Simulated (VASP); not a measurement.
Here is a VASP 6.6.1 calculation.

The input INCAR:

```
SYSTEM = MoS2
  PREC = Accurate
  ENCUT = 520
  EDIFF = 1E-6
  ISMEAR = -1
  SIGMA = 0.05
  LREAL = .FALSE.
  LASPH = .TRUE.
  NELM = 80
  ALGO = Normal
  ISIF = 2
  LWAVE = .FALSE.
  LCHARG = .FALSE.
  GGA = PE
  NBANDS = 20
```

KPOINTS

```
regular mesh
0
G
  10 10 10
  0 0 0
```

The input POSCAR:

```
MoS2
1.0
    1.6125175665      0.9309874539      6.2434239588
   -1.6125175665      0.9309874539      6.2434239588
    0.0000000000     -1.8619749079      6.2434239588
Mo S
1 2
Direct
    0.0000000000      0.0000000000      0.0000000000
    0.7484000000      0.7484000000      0.7484000000
    0.5849000000      0.5849000000      0.5849000000
```

Potentials or basis: VASP PAW PBE potentials, release 64 (Mo_sv, S).

Command:

```sh
$ cat potpaw_PBE.64/Mo_sv/POTCAR potpaw_PBE.64/S/POTCAR > POTCAR
$ mpirun -np 1 vasp_std > vasp.out
```

(1) What does it give for the band gap on the k mesh?

(2) Predict the pressure.

(3) Predict the largest force.

## Answers

(1) 0.81 eV, indirect (least direct gap 1.78 eV).

(2) 0.0 GPa.

(3) 0.261 eV/Å.
